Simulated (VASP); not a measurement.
Write the native input for VASP 6.6.1 that does the following.

```yaml
Task: single point
Functional: PBEsol
Potentials_or_basis: VASP PAW PBE potentials, release 64 (La)
Cutoff: 520 eV
k_mesh: 12 × 12 × 4
Occupations: gaussian, width 0.15 eV
Spin: no spin polarisation
Dipole_correction: no
Further_INCAR_settings: ALGO = Fast; EDIFF = 1e-06; NBANDS = 30
```

The structure of La lies in POSCAR:

```
La
1.0
    3.8077000000      0.0000000000      0.0000000000
   -1.9038500000      3.2975649300      0.0000000000
    0.0000000000      0.0000000000     11.7108379461
La
4
Direct
    0.0000000000      0.0000000000      0.0000000000
    0.0000000000      0.0000000000      0.5000000000
    0.3333333333      0.6666666667      0.2500000000
    0.6666666667      0.3333333333      0.7500000000
```

One way to write it, as run:

INCAR

```
PREC = Accurate
ENCUT = 520
EDIFF = 1E-6
ISMEAR = 0
SIGMA = 0.15
LREAL = F
LASPH = T
NELM = 100
ALGO = Fast
ISIF = 2
LWAVE = F
LCHARG = F
GGA = PS
NBANDS = 30
```

KPOINTS

```
regular mesh
0
Gamma
  12 12 4
```

Potentials or basis: VASP PAW PBE potentials, release 64 (La).

Launch:

```bash
$ cat potpaw_PBE.64/La/POTCAR > POTCAR
$ mpirun -np 1 vasp_std > vasp.out
```

Results of the run:

```yaml
Pressure: -1.8 GPa
Band_gap_on_the_k_mesh: zero (bands 22 and 23 overlap by 1.12 eV)
```

Caveat: the PAW data sets were made with another functional, which shifts forces and pressure a little; spin-orbit coupling is left out, which moves the levels of the heavy elements.

Run time: 27 min on 1 thread of Intel(R) Xeon(R) Platinum 8259CL CPU @ 2.50GHz (Skylake/Cascade Lake) (shared host), peak memory 0.41 GiB.
